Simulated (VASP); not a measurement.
# Sb (Pm-3m) in VASP: notebook, part 2 of 3

VASP 6.6.1. The steps go on from the part before.

## Step 3: Single point, r2SCAN

This run uses another cell than the first one, of 29.96 Å³/atom.

File POSCAR:

```
Sb
1.0
    3.1056820753      0.0000000000      0.0000000000
    0.0000000000      3.1056820753      0.0000000000
    0.0000000000      0.0000000000      3.1056820753
Sb
1
Direct
    0.0000000000      0.0000000000      0.0000000000
```

File INCAR.step1:

```
SYSTEM = Sb
  ALGO = Normal
  EDIFF = 1E-4
  ENCUT = 520
  GGA = PE
  ISMEAR = 0
  LASPH = .True.
  LCHARG = .False.
  LREAL = .False.
  LWAVE = .True.
  NBANDS = 8
  NELM = 60
  PREC = Accurate
  SIGMA = 0.1
```

File INCAR.step2:

```
SYSTEM = Sb
  ALGO = Normal
  EDIFF = 1E-6
  ENCUT = 520
  ISIF = 2
  ISMEAR = 0
  ISTART = 1
  LASPH = .True.
  LCHARG = .True.
  LELF = .True.
  LMIXTAU = .True.
  LREAL = .False.
  LVHAR = .True.
  LWAVE = .False.
  METAGGA = R2SCAN
  NBANDS = 8
  NELM = 60
  PREC = Accurate
  SIGMA = 0.1
```

File KPOINTS:

```
k-points
0
Gamma
  14 14 14
  0 0 0
```

Potentials or basis: VASP PAW PBE potentials, release 64 (Sb).

Command:

```bash
cat potpaw_PBE.64/Sb/POTCAR > POTCAR
cp INCAR.step1 INCAR
mpirun -np 1 vasp_std > vasp.out
cp INCAR.step2 INCAR
mpirun -np 1 vasp_std > vasp.out
```

OUTCAR:

```text
SYSTEM = Sb
   EDIFF = 1E-6
   ENCUT = 520
   ISIF = 2
   ISMEAR = 0
   ISTART = 1
   LASPH = .True.
   LREAL = .False.
   METAGGA = R2SCAN
   NELM = 60
   PREC = Accurate

 ion  position               nearest neighbor table
   1  0.000  0.000  0.000-

  LATTYP: Found a simple cubic cell.
 ALAT       =     3.1056820753

  Lattice vectors:

 A1 = (   3.1056820753,   0.0000000000,   0.0000000000)
 A2 = (   0.0000000000,   3.1056820753,   0.0000000000)
 A3 = (   0.0000000000,   0.0000000000,   3.1056820753)

Analysis of symmetry for initial positions (statically):
=====================================================================
 Subroutine PRICEL returns:
 Original cell was already a primitive cell.

 Routine SETGRP: Setting up the symmetry group for a
 simple cubic supercell.

 Subroutine GETGRP returns: Found 48 space group operations
 (whereof 48 operations were pure point group operations)
 out of a pool of 48 trial point group operations.

The static configuration has the point symmetry O_h .

Analysis of symmetry for dynamics (positions and initial velocities):
=====================================================================
 Subroutine PRICEL returns:
 Original cell was already a primitive cell.

 Routine SETGRP: Setting up the symmetry group for a
 simple cubic supercell.

 Subroutine GETGRP returns: Found 48 space group operations
 (whereof 48 operations were pure point group operations)
 out of a pool of 48 trial point group operations.

The dynamic configuration has the point symmetry O_h .

 Subroutine INISYM returns: Found 48 space group operations
 (whereof 48 operations are pure point group operations),
 and found     1 'primitive' translations

----------------------------------------------------------------------------------------

                                     Primitive cell

  volume of cell :      29.9551

  direct lattice vectors                    reciprocal lattice vectors
     3.105682075  0.000000000  0.000000000     0.321990460  0.000000000  0.000000000
     0.000000000  3.105682075  0.000000000     0.000000000  0.321990460  0.000000000
     0.000000000  0.000000000  3.105682075     0.000000000  0.000000000  0.321990460

  length of vectors
     3.105682075  3.105682075  3.105682075     0.321990460  0.321990460  0.321990460

  position of ions in fractional coordinates (direct lattice)
     0.000000000  0.000000000  0.000000000

  ion indices of the primitive-cell ions
   primitive index   ion index
                 1           1

----------------------------------------------------------------------------------------

 KPOINTS: k-points

Automatic generation of k-mesh.
 Grid dimensions read from file:
 generate k-points for:   14   14   14

 Generating k-lattice:

  Cartesian coordinates                     Fractional coordinates (reciprocal lattice)
     0.022999319  0.000000000  0.000000000     0.071428571  0.000000000  0.000000000
     0.000000000  0.022999319  0.000000000     0.000000000  0.071428571  0.000000000
     0.000000000  0.000000000  0.022999319     0.000000000  0.000000000  0.071428571

  Length of vectors
     0.022999319  0.022999319  0.022999319

  Shift w.r.t. Gamma in fractional coordinates (k-lattice)
     0.000000000  0.000000000  0.000000000

 Subroutine IBZKPT returns following result:
 ===========================================

 Found    120 irreducible k-points:

 Following reciprocal coordinates:
            Coordinates               Weight
  0.000000  0.000000  0.000000      1.000000
  0.071429  0.000000  0.000000      6.000000
  0.142857  0.000000  0.000000      6.000000
  0.214286  0.000000  0.000000      6.000000
  0.285714  0.000000  0.000000      6.000000
  0.357143  0.000000  0.000000      6.000000
[... 16 lines left out ...]
  0.285714  0.214286  0.000000     24.000000
  0.357143  0.214286  0.000000     24.000000
 [... further k-points ...]
   k-points           NKPTS =    120   k-points in BZ     NKDIM =    120   number of bands    NBANDS=      8
   number of dos      NEDOS =    301   number of ions     NIONS =      1
   total plane-waves  NPLWV =  13824
   dimension x,y,z NGX =    24 NGY =   24 NGZ =   24
   dimension x,y,z NGXF=    48 NGYF=   48 NGZF=   48
   ions per type =               1
   NGX,Y,Z   is equivalent  to a cutoff of  12.85, 12.85, 12.85 a.u.
   NGXF,Y,Z  is equivalent  to a cutoff of  25.69, 25.69, 25.69 a.u.
 SYSTEM =  Sb
   PREC   = accura    normal or accurate (medium, high low for compatibility)
   ISTART =      1    job   : 0-new  1-cont  2-samecut
   ICHARG =      0    charge: 1-file 2-atom 10-const
   ISPIN  =      1    spin polarized calculation?
   LNONCOLLINEAR =      F non collinear calculations
   LSORBIT =      F    spin-orbit coupling
   LASPH  =      T    aspherical Exc in radial PAW
   ENCUT  =  520.0 eV  38.22 Ry    6.18 a.u.   5.77  5.77  5.77*2*pi/ulx,y,z
   NELM   =     60;   NELMIN=  2; NELMDL=  0     # of ELM steps
   EDIFF  = 0.1E-05   stopping-criterion for ELM
   LREAL  =      F    real-space projection
   EDIFFG = 0.1E-04   stopping-criterion for IOM
   NSW    =      0    number of steps for IOM
   IBRION =     -1    ionic relax: 0-MD 1-quasi-New 2-CG
   NFREE  =      0    steps in history (QN), initial steepest desc. (CG)
   ISIF   =      2    stress and relaxation
   ISYM   =      2    0-nonsym 1-usesym 2-fastsym
   POTIM  = 0.5000    time-step for ionic-motion
   TEBEG  =    0.0;   TEEND  =   0.0 temperature during run
   PSTRESS=    0.0 pullay stress
   NELECT =       5.0000    total number of electrons
   NUPDOWN=      -1.0000    fix difference up-down
   EMIN   =  10.00;   EMAX   =-10.00  energy-range for DOS
   EFERMI =   0.00;   METHOD = LEGACY
   ISMEAR =     0;   SIGMA  =   0.10  broadening in eV -4-tet -1-fermi 0-gaus
   EFERMI_NEDOS =   21; number of points for ismear=-14 and -15
   IALGO  =     38    algorithm
   IMIX   =      4    mixing-type and parameters
     AMIX     =   0.40;   BMIX     =  1.00
     AMIX_MAG =   1.60;   BMIX_MAG =  1.00
  volume/ion in A,a.u.               =      29.96       202.15
  Fermi-wavevector in a.u.,A,eV,Ry     =   0.901380  1.703361 11.054538  0.812486
  Thomas-Fermi vector in A             =   2.024454
   LORBIT       =      0    0 simple, 1 ext, 2 COOP (PROOUT), +10 PAW based schemes
   METAGGA = R2SCAN    functional components
   LHFCALC =     F    Hartree Fock is set to
   AEXX    =    0.0000 exact exchange contribution
   IVDW    =     0    specifies the selected vdW correction
   LEPSILON=     F    determine dielectric tensor
   LRPA    =     F    only Hartree local field effects (RPA)
 non-spin polarized calculation
 Gauss-broadening in eV      SIGMA  =   0.10
  energy-cutoff  :      520.00
  volume of cell :       29.96
 maximum number of plane-waves:       840
 NGX is ok and might be reduce to    24
   NGX = 11   NGY = 11   NGZ = 11

 number of electron       4.9999999 magnetization

 Free energy of the ion-electron system (eV)
  ---------------------------------------------------
  ext. energy  EPLUGINS =         0.00000000
  ---------------------------------------------------
  free energy    TOTEN  =       -25.64363317 eV

  energy without entropy =      -25.64057334  energy(sigma->0) =      -25.64210325

 E-fermi :   6.9510     XC(G=0): -10.0885

 val. band max:        6.9474081441   @ k =   0.5000   0.2857   0.2143
 cond. band min:       6.9770031034   @ k =   0.5000   0.3571   0.3571
 fundamental gap:      0.0295949593
 Fermi energy:         6.9509988301

 k-point     1 :       0.0000    0.0000    0.0000
  band No.  band energies     occupation
      1      -5.9334      2.00000
      2      10.4371      0.00000
      3      10.4371      0.00000
      4      10.4371      0.00000
      5      14.2502      0.00000
      6      14.2502      0.00000
      7      16.1195      0.00000
      8      25.4367      0.00000
[... 243 lines left out ...]
 k-point    24 :       0.3571    0.2143    0.0000
  band No.  band energies     occupation
      1      -3.4659      2.00000
      2       3.3012      2.00000
      3       7.4903      0.00000
      4      12.6889      0.00000
      5      14.5346      0.00000
      6      17.0990      0.00000
      7      20.4902      0.00000
      8      20.8161      0.00000

 [... further k-points ...]

------------------------ aborting loop because EDIFF is reached ----------------------------------------

  FORCE on cell =-STRESS in cart. coord.  units (eV):
  Direction    XX          YY          ZZ          XY          YZ          ZX
  --------------------------------------------------------------------------------------
  -------------------------------------------------------------------------------------
  Total       -0.1851778     -0.1851778     -0.1851778     -0.0000000     -0.0000000     -0.0000000
  in kB       -9.9044077     -9.9044077     -9.9044077     -0.0000000     -0.0000000     -0.0000000
  external PRESSURE =      -9.9044077 kB  Pullay stress =       0.0000000 kB

 VOLUME and BASIS-vectors are now :
 -----------------------------------------------------------------------------
  energy-cutoff  :      520.00
  volume of cell :       29.96
      direct lattice vectors                 reciprocal lattice vectors
     3.105682075  0.000000000  0.000000000     0.321990460  0.000000000  0.000000000
     0.000000000  3.105682075  0.000000000     0.000000000  0.321990460  0.000000000
     0.000000000  0.000000000  3.105682075     0.000000000  0.000000000  0.321990460

 POSITION                                       TOTAL-FORCE (eV/Angst)
 -----------------------------------------------------------------------------------
      0.00000      0.00000      0.00000         0.000000      0.000000      0.000000
 -----------------------------------------------------------------------------------
    total drift:                                0.000000      0.000000     -0.000000

  FREE ENERGIE OF THE ION-ELECTRON SYSTEM (eV)
  ---------------------------------------------------
  free  energy   TOTEN  =       -25.6436331688 eV

  energy  without entropy=      -25.6405733386  energy(sigma->0) =      -25.64210325
```

It took 36 s on 1 thread of Intel Xeon Platinum 8375C at 2.90GHz (Ice Lake), shared host; peak memory 0.16 GiB.

What came out:

| Quantity | Value |
| --- | --- |
| Free energy | -25.6436 eV |
| Pressure | -1.0 GPa |
| Band gap on the k mesh | zero (an odd number of electrons rules out a gap without spin polarisation) |

Caveat: the PAW data sets were made with another functional, which shifts forces and pressure a little; spin-orbit coupling is left out, which moves the levels of the heavy elements.

(Part 2 of 3 ends here.)
